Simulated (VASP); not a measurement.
Input of a VASP 6.6.1 run:

The input INCAR:

```
PREC = Accurate ; ENCUT = 520
EDIFF = 1E-6 ; ISMEAR = 0
SIGMA = 0.02 ; LREAL = False
LASPH = True ; NELM = 60
ALGO = Normal ; ISIF = 2
LWAVE = False ; LCHARG = False
IBRION = 2 ; NSW = 60
EDIFFG = -0.008
```

The input KPOINTS:

```
regular mesh
0
Gamma
  12 12 2
```

POSCAR

```
Te2Mo
1.0
    3.4145498012      0.0000000000      0.0000000000
   -1.7072749006      2.9570868703      0.0000000000
    0.0000000000      0.0000000000     17.2570141584
Te Mo
2 1
Direct
    0.3333333333      0.6666666667      0.8975342416
    0.3333333333      0.6666666667      0.1024657584
    0.0000000000      0.0000000000      0.0000000000
```

Potentials or basis: VASP PAW LDA potentials, release 64 (Te, Mo_sv).

The run is started by

```console
$ cat potpaw_LDA.64/Te/POTCAR potpaw_LDA.64/Mo_sv/POTCAR > POTCAR
$ mpirun -np 1 vasp_std > vasp.out
```

Task: Predict the energy gained by relaxing.

Result: 13.4 meV/atom.

Task: What does it give for the band gap on the k mesh?

Result: 1.25 eV (least direct gap 1.39 eV).

The path:
```
step  energy change (eV)  largest force (eV/Å)  pressure (GPa)
   1              0.0000                0.8042            2.30
   2             -0.0380                0.1872            1.10
   3             -0.0403                0.0021            0.74
```

Caveat: the cell differs from its parent crystal (equal strain along all axes, cell held: -1.5 %); spin-orbit coupling is left out, which moves the levels of the heavy elements.
